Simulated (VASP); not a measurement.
# Pb: single point with r2SCAN

Pb:

```xyz
4
Lattice="3.5477 0.0000 0.0000 -1.7739 3.0724 0.0000 0.0000 0.0000 11.5714" Properties=species:S:1:pos:R:3 pbc="T T T"
Pb    1.7739    1.0241    8.6785
Pb    0.0000    0.0000    5.7857
Pb    0.0000    2.0483    2.8928
Pb    0.0000    0.0000    0.0000
```

This isn't the form of Pb at room conditions, which is fcc.

| Quantity | Value |
| --- | --- |
| Program | VASP 6.6.1 |
| Task | single point |
| Functional | r2SCAN |
| Potentials or basis | VASP PAW PBE potentials, release 64 (Pb_d) |
| Cutoff | 520 eV |
| k mesh | 9 × 9 × 3 |
| Occupations | fermi-dirac, width 0.05 eV |
| Spin | no spin polarisation |

| Quantity | Value |
| --- | --- |
| Pressure | -0.8 GPa |
| Band gap on the k mesh | zero (bands 28 and 29 overlap by 7.73 eV) |

Stress tensor (GPa, compression positive):
```
-0.92  0.00  0.00
 0.00 -0.92  0.00
 0.00  0.00 -0.43
```

Levels at points of the mesh, in eV from the Fermi level:
```csv
k point,band 25,band 26,band 27,band 28,band 29,band 30,band 31,band 32
"(0.00, 0.00, 0.00)",-4.16,0.79,0.79,5.57,5.57,6.35,6.35,6.44
```

Wall time 7.3 min on 1 thread of AMD EPYC 7R13 (shared host), peak memory 0.31 GiB.

Caveat: the PAW data sets were made with another functional, which shifts forces and pressure a little; spin-orbit coupling is left out, which moves the levels of the heavy elements.
